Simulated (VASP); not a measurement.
A run of VASP 6.6.1:

File INCAR:

```
SYSTEM = CoO
ALGO     = Normal         ! electronic algorithm
EDIFF    = 1E-6           ! SCF threshold, eV
ENCUT    = 520            ! plane-wave cutoff, eV
GGA      = PE             ! functional
ISIF     = 2              ! what is computed and relaxed
ISMEAR   = 0              ! smearing method
ISPIN    = 2              ! spin polarisation
LASPH    = .True.         ! aspherical terms in the spheres
LCHARG   = .True.         ! write CHGCAR
LELF     = .True.         ! ELF
LMAXMIX  = 4              ! l up to which the mixer works
LORBIT   = 11             ! projections on sites
LREAL    = .False.        ! projectors in reciprocal space
LVHAR    = .True.       
LWAVE    = .False.        ! write WAVECAR
MAGMOM   = 2 0            ! initial moments
NBANDS   = 18             ! bands
NELM     = 150            ! most SCF steps
PREC     = Accurate       ! precision mode
SIGMA    = 0.020999999999999998 ! smearing width, eV
```

KPOINTS

```
k-points
0
Gamma
  11 11 11
  0 0 0
```

POSCAR

```
CoO
1.0
    0.0000000000      2.1315000000      2.1315000000
    2.1315000000      0.0000000000      2.1315000000
    2.1315000000      2.1315000000      0.0000000000
Co O
1 1
Direct
    0.0000000000      0.0000000000      0.0000000000
    0.5000000000      0.5000000000      0.5000000000
```

Potentials or basis: VASP PAW PBE potentials, release 64 (Co, O).

Run with:

```console
$ cat potpaw_PBE.64/Co/POTCAR potpaw_PBE.64/O/POTCAR > POTCAR
$ mpirun -np 1 vasp_std > vasp.out
```

Hardware: 1 thread of Intel(R) Xeon(R) Platinum 8488C (Sapphire Rapids) (shared host).

Estimate the wall time of this run.

Run time: 47 s on 1 thread of Intel(R) Xeon(R) Platinum 8488C (Sapphire Rapids), on a shared host, peak memory 0.16 GiB. Counts: scf iterations 16, k points 56.
